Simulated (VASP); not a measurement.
BaTiO3:

```xyz
5
Lattice="3.9841 0.0000 0.0000 0.0000 2.8371 2.8458 0.0000 -2.8371 2.8458" Properties=species:S:1:pos:R:3 pbc="T T T"
Ba    0.0000    0.0000    0.0000
Ti    1.9921    0.0000    2.8908
O     0.0000    0.0000    2.8008
O     1.9921   -1.3936    4.2579
O     1.9921    1.3936    4.2579
```

```yaml
Program: VASP 6.6.1
Task: relaxation of cell and atoms
Functional: PBE
Potentials_or_basis: VASP PAW PBE potentials, release 64 (Ba_sv, Ti_sv, O)
Cutoff: 600 eV
k_mesh: 8 × 8 × 8
Occupations: gaussian, width 0.02 eV
Spin: no spin polarisation
```

At the start: pressure 3.5 GPa; volume 12.87 Å³/atom.

Question: How do energy, volume and symmetry change on relaxing?

Answer: Over 22 steps the energy falls by 15.3 meV/atom and the volume is 13.54 Å³/atom (+5.2 %); space group Pm-3m (No. 221, to 0.1 Å) before, Amm2 (No. 38, to 0.1 Å).

Step by step:
```csv
step,energy change (eV),largest force (eV/Å),pressure (GPa),volume (Å³)
1,0.0000,0.1828,3.53,64.33
2,-0.0109,0.3587,-2.87,67.01
3,-0.0192,0.2835,-0.46,65.92
4,-0.0291,0.3265,-0.32,66.01
5,-0.0486,0.1575,0.63,66.26
6,-0.0550,0.1395,0.50,66.52
7,-0.0614,0.2361,0.44,67.31
8,-0.0685,0.1566,-0.57,67.77
9,-0.0691,0.1496,-0.94,67.94
10,-0.0724,0.1421,0.03,67.54
11,-0.0725,0.1400,0.35,67.41
12,-0.0742,0.1027,0.19,67.47
13,-0.0756,0.1039,-0.20,67.61
14,-0.0762,0.0247,0.33,67.50
15,-0.0763,0.0234,0.19,67.53
16,-0.0764,0.0132,-0.08,67.68
17,-0.0764,0.0138,-0.06,67.66
18,-0.0764,0.0146,-0.03,67.65
19,-0.0764,0.0073,0.03,67.65
20,-0.0764,0.0069,0.05,67.65
21,-0.0765,0.0008,0.04,67.68
22,-0.0765,0.0030,-0.02,67.69
```

Final structure:
```
Ba Ti O
1.0
     3.98061    0.00000    0.00000
     0.00000    2.90346    2.92830
     0.00000   -2.90346    2.92830
Ba Ti O
1 1 3
Direct
  0.00000 0.01078 0.01078
  0.50000 0.52822 0.52822
  0.00000 0.48763 0.48763
  0.50000 0.49389 0.97571
  0.50000 0.97571 0.49389
```
